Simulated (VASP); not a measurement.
Here is a VASP 6.6.1 calculation.

Contents of INCAR:

```
PREC = Accurate
ENCUT = 600
EDIFF = 1E-6
ISMEAR = 0
SIGMA = 0.1
LREAL = False
LASPH = True
NELM = 60
ALGO = Normal
ISIF = 3
LWAVE = False
LCHARG = False
GGA = PE
IBRION = 2
NSW = 100
EDIFFG = -0.01
```

File KPOINTS:

```
Automatic mesh
0
Gamma
  8 8 10
```

Contents of POSCAR:

```
MgZr2O2
1.0
    4.4395935854      0.0000000000      0.0000000000
    0.0000000000      4.4395935854      0.0000000000
    0.0000000000      0.0000000000      4.2182393324
Mg Zr O
1 2 2
Direct
    0.5000000000      0.5000000000      0.0000000000
    0.5000000000      0.0000000000      0.5000000000
    0.0000000000      0.5000000000      0.5000000000
    0.5000000000      0.0000000000      0.0000000000
    0.0000000000      0.5000000000      0.0000000000
```

Potentials or basis: VASP PAW PBE potentials, release 64 (Mg, Zr_sv, O).

Launch:

```console
$ cat potpaw_PBE.64/Mg/POTCAR potpaw_PBE.64/Zr_sv/POTCAR potpaw_PBE.64/O/POTCAR > POTCAR
$ mpirun -np 1 vasp_std > vasp.out
```

**Question.** Estimate the space group after relaxing (to 0.05 Å).

**Answer.** P4/mmm (No. 123).

**Question.** Estimate the relaxed cell.

**Answer.** a = 4.448 Å, b = 4.448 Å, c = 4.215 Å, α = 90.00°, β = 90.00°, γ = 90.00°.

**Question.** What does it give for the band gap on the k mesh?

**Answer.** Zero (band 19 reaches 7.15 eV, above the bottom of band 20 at 6.21 eV).

**Question.** What does it give for the relaxed volume?

**Answer.** 16.68 Å³/atom.

Final structure:
```yaml
crystal:
  lattice:
    - [4.44829, 0.00000, 0.00000]
    - [0.00000, 4.44829, 0.00000]
    - [0.00000, 0.00000, 4.21479]
  atoms:
    - { symbol: Mg, position: [0.50000, 0.50000, 0.00000] }
    - { symbol: Zr, position: [0.50000, 0.00000, 0.50000] }
    - { symbol: Zr, position: [0.00000, 0.50000, 0.50000] }
    - { symbol: O, position: [0.50000, 0.00000, 0.00000] }
    - { symbol: O, position: [0.00000, 0.50000, 0.00000] }
```
